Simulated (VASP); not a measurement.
# Si3O2 (P-4m2) in VASP: a series of runs

Si3O2 is run at these levels: PBE; tasks: single point, relaxation of cell and atoms.

Everything below comes from runs of VASP 6.6.1. Logs are shortened: lines on timing, memory, paths and dates and some standing lists are left out, and cuts for length are marked.

### Step 1. The cell of the first run

The structure is tetragonal, space group P-4m2 (No. 115). Conventional cell: a = 4.354 Å, b = 4.354 Å, c = 3.602 Å, α = 90.00°, β = 90.00°, γ = 90.00°. Si (site symmetry 2mm) has 2 Si at 1.60 to 2.01 Å within 2.1 Å. Within 3.6 Å of Si (site symmetry -4m2) lie 8 O at 2.72 to 2.94 Å and 8 Si at 3.24 Å. Within 3.0 Å of O (site symmetry 2mm) lie 8 Si at 2.27 to 2.94 Å.

### Step 2. Single point, PBE

The input, INCAR:

```
SYSTEM = Si3O2
PREC = Accurate ; ENCUT = 520
EDIFF = 1E-6 ; ISMEAR = 0
SIGMA = 0.1 ; LREAL = .FALSE.
LASPH = .TRUE. ; NELM = 80
ALGO = Normal ; ISIF = 2
LWAVE = .FALSE. ; LCHARG = .FALSE.
GGA = PE ; NBANDS = 20
```

The input, KPOINTS:

```
Automatic mesh
0
G
  4 4 6
  0 0 0
```

The input, POSCAR:

```
Si3O2
1.0
    4.3536431400      0.0000000000      0.0000000000
    0.0000000000      4.3536431400      0.0000000000
    0.0000000000      0.0000000000      3.6017188900
Si O
3 2
Direct
    0.0000000000      0.0000000000      0.7784332000
    0.0000000000      0.0000000000      0.2215668000
    0.5000000000      0.5000000000      0.5000000000
    0.0000000000      0.5000000000      0.0465951200
    0.5000000000      0.0000000000      0.9534048800
```

Potentials or basis: VASP PAW PBE potentials, release 64 (Si, O).

The run is started by

```
$ cat potpaw_PBE.64/Si/POTCAR potpaw_PBE.64/O/POTCAR > POTCAR
$ mpirun -np 1 vasp_std > vasp.out
```

OUTCAR:

```text
SYSTEM = Si3O2
   PREC = Accurate
   ENCUT = 520
   EDIFF = 1E-6
   ISMEAR = 0
   LREAL = .FALSE.
   LASPH = .TRUE.
   NELM = 80
   ISIF = 2
   GGA = PE

 ion  position               nearest neighbor table
   1  0.000  0.000  0.778-   2 1.60   2 2.01   5 2.27   5 2.27   4 2.38   4 2.38
   2  0.000  0.000  0.222-   1 1.60   1 2.01   4 2.27   4 2.27   5 2.38   5 2.38
   3  0.500  0.500  0.500-
   4  0.000  0.500  0.047-   2 2.27   2 2.27   1 2.38   1 2.38
   5  0.500  0.000  0.953-   1 2.27   1 2.27   2 2.38   2 2.38

  LATTYP: Found a simple tetragonal cell.
 ALAT       =     4.3536431400
 C/A-ratio  =     0.8272884971

  Lattice vectors:

 A1 = (   4.3536431400,   0.0000000000,   0.0000000000)
 A2 = (   0.0000000000,   4.3536431400,   0.0000000000)
 A3 = (   0.0000000000,   0.0000000000,   3.6017188900)

Analysis of symmetry for initial positions (statically):
=====================================================================
 Subroutine PRICEL returns:
 Original cell was already a primitive cell.

 Routine SETGRP: Setting up the symmetry group for a
 simple tetragonal supercell.

 Subroutine GETGRP returns: Found  8 space group operations
 (whereof  8 operations were pure point group operations)
 out of a pool of 16 trial point group operations.

The static configuration has the point symmetry D_2d.

Analysis of symmetry for dynamics (positions and initial velocities):
=====================================================================
 Subroutine PRICEL returns:
 Original cell was already a primitive cell.

 Routine SETGRP: Setting up the symmetry group for a
 simple tetragonal supercell.

 Subroutine GETGRP returns: Found  8 space group operations
 (whereof  8 operations were pure point group operations)
 out of a pool of 16 trial point group operations.

The dynamic configuration has the point symmetry D_2d.

 Subroutine INISYM returns: Found  8 space group operations
 (whereof  8 operations are pure point group operations),
 and found     1 'primitive' translations

----------------------------------------------------------------------------------------

                                     Primitive cell

  volume of cell :      68.2677

  direct lattice vectors                    reciprocal lattice vectors
     4.353643140  0.000000000  0.000000000     0.229692689  0.000000000  0.000000000
     0.000000000  4.353643140  0.000000000     0.000000000  0.229692689  0.000000000
     0.000000000  0.000000000  3.601718890     0.000000000  0.000000000  0.277645211

  length of vectors
     4.353643140  4.353643140  3.601718890     0.229692689  0.229692689  0.277645211

  position of ions in fractional coordinates (direct lattice)
     0.000000000  0.000000000  0.778433200
     0.000000000  0.000000000  0.221566800
     0.500000000  0.500000000  0.500000000
     0.000000000  0.500000000  0.046595120
     0.500000000  0.000000000  0.953404880

  ion indices of the primitive-cell ions
   primitive index   ion index
                 1           1
                 2           2
                 3           3
                 4           4
                 5           5

----------------------------------------------------------------------------------------

 KPOINTS: Automatic mesh

Automatic generation of k-mesh.
 Grid dimensions read from file:
 generate k-points for:    4    4    6

 Generating k-lattice:

  Cartesian coordinates                     Fractional coordinates (reciprocal lattice)
     0.057423172  0.000000000  0.000000000     0.250000000  0.000000000  0.000000000
     0.000000000  0.057423172  0.000000000     0.000000000  0.250000000  0.000000000
     0.000000000  0.000000000  0.046274202     0.000000000  0.000000000  0.166666667

  Length of vectors
     0.057423172  0.057423172  0.046274202

  Shift w.r.t. Gamma in fractional coordinates (k-lattice)
     0.000000000  0.000000000  0.000000000

 Subroutine IBZKPT returns following result:
 ===========================================

 Found     24 irreducible k-points:

 Following reciprocal coordinates:
            Coordinates               Weight
  0.000000  0.000000  0.000000      1.000000
  0.250000  0.000000  0.000000      4.000000
  0.500000  0.000000  0.000000      2.000000
  0.250000  0.250000  0.000000      4.000000
  0.500000  0.250000  0.000000      4.000000
  0.500000  0.500000  0.000000      1.000000
[... 16 lines left out ...]
  0.500000  0.250000  0.500000      4.000000
  0.500000  0.500000  0.500000      1.000000
   k-points           NKPTS =     24   k-points in BZ     NKDIM =     24   number of bands    NBANDS=     20
   number of dos      NEDOS =    301   number of ions     NIONS =      5
   total plane-waves  NPLWV =  28672
   dimension x,y,z NGX =    32 NGY =   32 NGZ =   28
   dimension x,y,z NGXF=    64 NGYF=   64 NGZF=   56
   ions per type =               3   2
   NGX,Y,Z   is equivalent  to a cutoff of  12.22, 12.22, 12.92 a.u.
   NGXF,Y,Z  is equivalent  to a cutoff of  24.44, 24.44, 25.85 a.u.
 SYSTEM =  Si3O2
   PREC   = accura    normal or accurate (medium, high low for compatibility)
   ISTART =      0    job   : 0-new  1-cont  2-samecut
   ICHARG =      2    charge: 1-file 2-atom 10-const
   ISPIN  =      1    spin polarized calculation?
   LNONCOLLINEAR =      F non collinear calculations
   LSORBIT =      F    spin-orbit coupling
   LASPH  =      T    aspherical Exc in radial PAW
   ENCUT  =  520.0 eV  38.22 Ry    6.18 a.u.   8.09  8.09  6.70*2*pi/ulx,y,z
   NELM   =     80;   NELMIN=  2; NELMDL= -5     # of ELM steps
   EDIFF  = 0.1E-05   stopping-criterion for ELM
   LREAL  =      F    real-space projection
   EDIFFG = 0.1E-04   stopping-criterion for IOM
   NSW    =      0    number of steps for IOM
   IBRION =     -1    ionic relax: 0-MD 1-quasi-New 2-CG
   NFREE  =      0    steps in history (QN), initial steepest desc. (CG)
   ISIF   =      2    stress and relaxation
   ISYM   =      2    0-nonsym 1-usesym 2-fastsym
   POTIM  = 0.5000    time-step for ionic-motion
   TEBEG  =    0.0;   TEEND  =   0.0 temperature during run
   PSTRESS=    0.0 pullay stress
   NELECT =      24.0000    total number of electrons
   NUPDOWN=      -1.0000    fix difference up-down
   EMIN   =  10.00;   EMAX   =-10.00  energy-range for DOS
   EFERMI =   0.00;   METHOD = LEGACY
   ISMEAR =     0;   SIGMA  =   0.10  broadening in eV -4-tet -1-fermi 0-gaus
   EFERMI_NEDOS =   21; number of points for ismear=-14 and -15
   IALGO  =     38    algorithm
   IMIX   =      4    mixing-type and parameters
     AMIX     =   0.40;   BMIX     =  1.00
     AMIX_MAG =   1.60;   BMIX_MAG =  1.00
  volume/ion in A,a.u.               =      13.65        92.14
  Fermi-wavevector in a.u.,A,eV,Ry     =   1.155421  2.183428 18.163732  1.334997
  Thomas-Fermi vector in A             =   2.292049
   LORBIT       =      0    0 simple, 1 ext, 2 COOP (PROOUT), +10 PAW based schemes
   GGA     = PE    functional components
   LHFCALC =     F    Hartree Fock is set to
   AEXX    =    0.0000 exact exchange contribution
   IVDW    =     0    specifies the selected vdW correction
   LEPSILON=     F    determine dielectric tensor
   LRPA    =     F    only Hartree local field effects (RPA)
 non-spin polarized calculation
 Gauss-broadening in eV      SIGMA  =   0.10
  energy-cutoff  :      520.00
  volume of cell :       68.27
 maximum number of plane-waves:      1868
   NGX = 17   NGY = 17   NGZ = 13

 number of electron      23.9999988 magnetization

 Free energy of the ion-electron system (eV)
  ---------------------------------------------------
  ext. energy  EPLUGINS =         0.00000000
  ---------------------------------------------------
  free energy    TOTEN  =       -17.24795037 eV

  energy without entropy =      -17.23697912  energy(sigma->0) =      -17.24246474

 E-fermi :   6.7858     XC(G=0): -10.4324

 val. band max:        6.7487822055   @ k =   0.5000   0.0000   0.3333
 cond. band min:       6.8404352516   @ k =   0.2500   0.0000   0.5000
 fundamental gap:      0.0916530461
 Fermi energy:         6.7857561963

 k-point     1 :       0.0000    0.0000    0.0000
  band No.  band energies     occupation
      1     -12.3236      2.00000
      2     -11.0903      2.00000
      3      -4.0956      2.00000
      4      -0.6388      2.00000
      5      -0.6388      2.00000
      6      -0.3260      2.00000
[... 12 lines left out ...]
     19      12.7340      0.00000
     20      13.3709      0.00000

 k-point     2 :       0.2500    0.0000    0.0000
  band No.  band energies     occupation
      1     -12.1311      2.00000
      2     -11.2366      2.00000
      3      -4.7193      2.00000
      4      -1.1409      2.00000
      5      -0.4465      2.00000
      6       1.5508      2.00000
[... 12 lines left out ...]
     19      13.2013      0.00000
     20      13.9611      0.00000

 k-point     3 :       0.5000    0.0000    0.0000
  band No.  band energies     occupation
      1     -11.7512      2.00000
      2     -11.5717      2.00000
      3      -5.1899      2.00000
      4      -1.2239      2.00000
      5      -0.2068      2.00000
      6       1.4556      2.00000
[... 12 lines left out ...]
     19      13.3221      0.00000
     20      14.6173      0.00000

 k-point     4 :       0.2500    0.2500    0.0000
  band No.  band energies     occupation
      1     -11.9639      2.00000
      2     -11.3156      2.00000
      3      -5.3394      2.00000
      4      -1.3792      2.00000
      5       0.5569      2.00000
      6       1.2768      2.00000
[... 429 lines left out ...]
 k-point    23 :       0.5000    0.2500    0.5000
  band No.  band energies     occupation
      1     -11.4762      2.00000
      2     -11.4089      2.00000
      3      -4.2749      2.00000
      4      -2.6108      2.00000
      5      -0.7329      2.00000
      6       1.5314      2.00000
[... 12 lines left out ...]
     19      14.2325      0.00000
     20      15.5136      0.00000

 k-point    24 :       0.5000    0.5000    0.5000
  band No.  band energies     occupation
      1     -11.3947      2.00000
      2     -11.3947      2.00000
      3      -4.8179      2.00000
      4      -2.3127      2.00000
      5       0.1476      2.00000
      6       0.9139      2.00000
[... 12 lines left out ...]
     19      14.0755      0.00000
     20      14.9821      0.00000

------------------------ aborting loop because EDIFF is reached ----------------------------------------

  FORCE on cell =-STRESS in cart. coord.  units (eV):
  Direction    XX          YY          ZZ          XY          YZ          ZX
  --------------------------------------------------------------------------------------
  -------------------------------------------------------------------------------------
  Total       -6.3520130     -6.3520130     57.7568308      0.0000000      0.0000000      0.0000000
  in kB     -149.0755742   -149.0755742   1355.4967101      0.0000000      0.0000000      0.0000000
  external PRESSURE =     352.4485206 kB  Pullay stress =       0.0000000 kB

 VOLUME and BASIS-vectors are now :
 -----------------------------------------------------------------------------
  energy-cutoff  :      520.00
  volume of cell :       68.27
      direct lattice vectors                 reciprocal lattice vectors
     4.353643140  0.000000000  0.000000000     0.229692689  0.000000000  0.000000000
     0.000000000  4.353643140  0.000000000     0.000000000  0.229692689  0.000000000
     0.000000000  0.000000000  3.601718890     0.000000000  0.000000000  0.277645211

 POSITION                                       TOTAL-FORCE (eV/Angst)
 -----------------------------------------------------------------------------------
      0.00000      0.00000      2.80370         0.000000     -0.000000    -26.406629
      0.00000      0.00000      0.79802         0.000000     -0.000000     26.406629
      2.17682      2.17682      1.80086         0.000000      0.000000      0.000000
      0.00000      2.17682      0.16782         0.000000     -0.000000      0.044981
      2.17682      0.00000      3.43390        -0.000000     -0.000000     -0.044981
 -----------------------------------------------------------------------------------
    total drift:                                0.000000      0.000000      0.000000

  FREE ENERGIE OF THE ION-ELECTRON SYSTEM (eV)
  ---------------------------------------------------
  free  energy   TOTEN  =       -17.2479503737 eV

  energy  without entropy=      -17.2369791154  energy(sigma->0) =      -17.24246474
```

Wall time 8.8 s (1 thread of Intel Xeon 6975P-C (Granite Rapids), shared host); peak memory 0.18 GiB.

What came out:

| Quantity | Value |
| --- | --- |
| Free energy | -17.2480 eV |
| Pressure | 35.2 GPa |
| Largest force | 26.407 eV/Å |
| Band gap on the k mesh | zero (band 12 reaches 7.72 eV, above the bottom of band 13 at 5.24 eV) |

Forces in eV/Å, atoms in the order of the input:
```
Si    0.000   0.000 -26.407
Si    0.000   0.000  26.407
Si    0.000   0.000   0.000
O     0.000   0.000   0.045
O     0.000   0.000  -0.045
```

Stress tensor (GPa, compression positive):
```
-14.91   0.00   0.00
  0.00 -14.91   0.00
  0.00   0.00 135.55
```

Levels at points of the mesh, in eV from the Fermi level:
```tsv
k point	band 8	band 9	band 10	band 11	band 12	band 13	band 14	band 15	band 16	band 17
(0.00, 0.00, 0.00)	-4.15	-3.40	-3.40	-2.67	0.94	0.94	2.88	3.80	3.80	4.04
(0.50, 0.00, 0.00)	-3.67	-3.57	-2.28	-2.12	-1.05	0.71	1.47	1.86	2.64	2.67
(0.50, 0.50, 0.00)	-3.45	-3.24	-3.24	-2.38	-1.82	-0.91	1.52	1.95	1.95	2.23
(0.00, 0.00, 0.50)	-3.83	-3.19	-3.19	-1.74	-1.55	-1.55	-0.74	3.48	3.48	5.00
(0.50, 0.00, 0.50)	-3.70	-3.54	-3.00	-2.08	-0.54	0.37	1.02	1.29	2.40	2.41
(0.50, 0.50, 0.50)	-5.66	-3.65	-2.07	-0.88	0.15	0.15	1.01	1.01	2.32	4.95
```

Caveat: the k points lie up to 0.36 Å⁻¹ apart; forces of over 1 eV/Å act on the atoms, so gaps and moduli don't describe the material at rest.

### Step 3. Single point, PBE

This run uses another cell than the first one, of 13.96 Å³/atom, 1.023 times its volume.

The input, INCAR:

```
ALGO = Normal ; EDIFF = 1E-7
ENCUT = 520 ; GGA = PE
ISIF = 2 ; ISMEAR = 0
LASPH = True ; LCHARG = False
LREAL = False ; LWAVE = False
NBANDS = 20 ; NELM = 80
PREC = Accurate ; SIGMA = 0.1
```

The input, KPOINTS:

```
k-points
0
Gamma
  4 4 6
```

The input, POSCAR:

```
Si3O2
1.0
    3.4974075326      0.0000000000      0.0000000000
    0.0000000000      3.4974075326      0.0000000000
    0.0000000000      0.0000000000      5.7072930794
Si O
3 2
Direct
    0.0000000000      0.0000000000      0.7807559718
    0.0000000000      0.0000000000      0.2192440282
    0.5000000000      0.5000000000      0.5000000000
    0.0000000000      0.5000000000      0.1957046281
    0.5000000000      0.0000000000      0.8042953719
```

Potentials or basis: VASP PAW PBE potentials, release 64 (Si, O).

The run is started by

```
$ cat potpaw_PBE.64/Si/POTCAR potpaw_PBE.64/O/POTCAR > POTCAR
$ mpirun -np 1 vasp_std > vasp.out
```

Run time: 13 s. Hardware: 1 thread of Intel Xeon 6975P-C (Granite Rapids), shared host; peak memory 0.17 GiB.

Results (log left out):

| Quantity | Value |
| --- | --- |
| Free energy | -27.8957 eV |
| Pressure | 0.2 GPa |
| Largest force | 0.012 eV/Å |
| Band gap on the k mesh | zero (band 12 reaches 7.94 eV, above the bottom of band 13 at 5.89 eV) |

Forces on the atoms (eV/Å):
```
Si   0.000  0.000  0.012
Si   0.000  0.000 -0.012
Si   0.000  0.000  0.000
O    0.000  0.000  0.003
O    0.000  0.000 -0.003
```

Levels at points of the mesh, in eV from the Fermi level:
```csv
k point,band 8,band 9,band 10,band 11,band 12,band 13,band 14,band 15,band 16,band 17
"(0.00, 0.00, 0.00)",-5.31,-5.31,-2.92,-1.81,1.13,1.73,1.73,2.82,4.95,5.04
"(0.50, 0.00, 0.00)",-4.89,-3.69,-2.67,-2.40,0.68,0.70,2.31,2.58,2.68,4.62
"(0.50, 0.50, 0.00)",-5.71,-3.49,-3.49,-2.94,-2.85,-0.29,1.95,3.08,3.08,3.12
"(0.00, 0.00, 0.50)",-5.37,-5.01,-2.94,-1.66,0.61,1.74,1.74,1.94,3.90,5.33
"(0.50, 0.00, 0.50)",-4.89,-4.74,-3.60,-1.61,0.52,1.66,2.06,2.55,2.80,3.64
"(0.50, 0.50, 0.50)",-6.11,-2.39,-2.35,-2.35,-2.05,-0.84,1.45,1.45,2.17,3.10
```

Caveat: the k points lie up to 0.45 Å⁻¹ apart.

(Continued in part 2 of 2.)
